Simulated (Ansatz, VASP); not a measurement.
Two plane-wave programs on Ir

The input INCAR:

```
SYSTEM = Ir
  PREC = Accurate
  ENCUT = 520
  EDIFF = 1E-7
  ISMEAR = 0
  SIGMA = 0.1
  LREAL = Auto
  LASPH = .TRUE.
  NELM = 80
  ALGO = Normal
  ISIF = 2
  LWAVE = .FALSE.
  LCHARG = .FALSE.
  LDIPOL = .TRUE.
  IDIPOL = 3
  DIPOL = 0.5 0.5 0.458
  GGA = PE
  IVDW = 12
  NBANDS = 86
```

The input KPOINTS:

```
regular mesh
0
G
  4 4 1
  0 0 0
```

POSCAR

```
Ir
1.0
    5.4313155572      0.0000000000      0.0000000000
    0.0000000000      5.4313155572      0.0000000000
    0.0000000000      0.0000000000     23.7607800919
Ir
16
Direct
    0.2500000000      0.2500000000      0.3366892825
    0.2500000000      0.7500000000      0.3366892825
    0.7500000000      0.2500000000      0.3366892825
    0.7500000000      0.7500000000      0.3366892825
    0.5000000000      0.5000000000      0.4175056539
    0.5000000000      0.0000000000      0.4175056539
    0.0000000000      0.5000000000      0.4175056539
    0.0000000000      0.0000000000      0.4175056539
    0.7499618832      0.7499588019      0.4972675568
    0.7499703050      0.2499322764      0.4985931763
    0.2499987883      0.7499019341      0.4984712054
    0.2499985825      0.2499190257      0.4988363752
    0.0024948181     -0.0019327380      0.5787944469
    0.0025398910      0.5017755339      0.5788154528
    0.4974321549     -0.0018707892      0.5788075754
    0.4975353106      0.5018525429      0.5788062259
```

Input for Ansatz:

```yaml
crystal:
  lattice:
    - [5.4313155572, 0.0, 0.0]
    - [0.0, 5.4313155572, 0.0]
    - [0.0, 0.0, 23.7607800919]
  atoms:
    - { symbol: Ir, position: [0.25, 0.25, 0.3366892825] }
    - { symbol: Ir, position: [0.25, 0.75, 0.3366892825] }
    - { symbol: Ir, position: [0.75, 0.25, 0.3366892825] }
    - { symbol: Ir, position: [0.75, 0.75, 0.3366892825] }
    - { symbol: Ir, position: [0.5, 0.5, 0.4175056539] }
    - { symbol: Ir, position: [0.5, 0.0, 0.4175056539] }
    - { symbol: Ir, position: [0.0, 0.5, 0.4175056539] }
    - { symbol: Ir, position: [0.0, 0.0, 0.4175056539] }
    - { symbol: Ir, position: [0.7499618832, 0.7499588019, 0.4972675568] }
    - { symbol: Ir, position: [0.749970305, 0.2499322764, 0.4985931763] }
    - { symbol: Ir, position: [0.2499987883, 0.7499019341, 0.4984712054] }
    - { symbol: Ir, position: [0.2499985825, 0.2499190257, 0.4988363752] }
    - { symbol: Ir, position: [0.0024948181, -0.001932738, 0.5787944469] }
    - { symbol: Ir, position: [0.002539891, 0.5017755339, 0.5788154528] }
    - { symbol: Ir, position: [0.4974321549, -0.0018707892, 0.5788075754] }
    - { symbol: Ir, position: [0.4975353106, 0.5018525429, 0.5788062259] }
basis:
  ecutwfc: 420
kpoints:
  mp_grid: { grid: [4, 4, 1] }
hamiltonian:
  xc: pbe
  dispersion: d3bj
scf:
  occupations: { method: gaussian, width: 0.1 }
output:
  forces: true
  eigenvalues: true
  write_density: true
  volumetric_format: npy
efield:
  axis: 3
  dipole_correction: true
  ramp_width: 0.04
```

Alike in both runs: task single point; functional PBE; dispersion D3(BJ); k mesh 4 × 4 × 1; occupations gaussian, width 0.1 eV; no spin polarisation.

|  | VASP | Ansatz |
| --- | --- | --- |
| version | VASP 6.6.1 | Ansatz 0.2.0 |
| potentials or method | VASP PAW PBE potentials, release 64 (Ir), cutoff 520 eV | scalar-relativistic, plane waves, PAW |
| valence electrons in the cell | 144 | 272 |

|  | VASP | Ansatz | Ansatz less VASP |
| --- | --- | --- | --- |
| gap on the k mesh at the Fermi level (eV) | none | none | - |
| rms of the force components (eV/Å) | 0.403 | 0.412 | +0.0092 |

Atom by atom the forces differ by 0.016 eV/Å (rms over components). A gap of «none» marks a metal or a gap that the smearing closes. VASP's potentials hold 144 valence electrons a cell and Ansatz's 272, so a difference there can come from the potentials and not from the codes.

Spin-orbit coupling is off throughout.
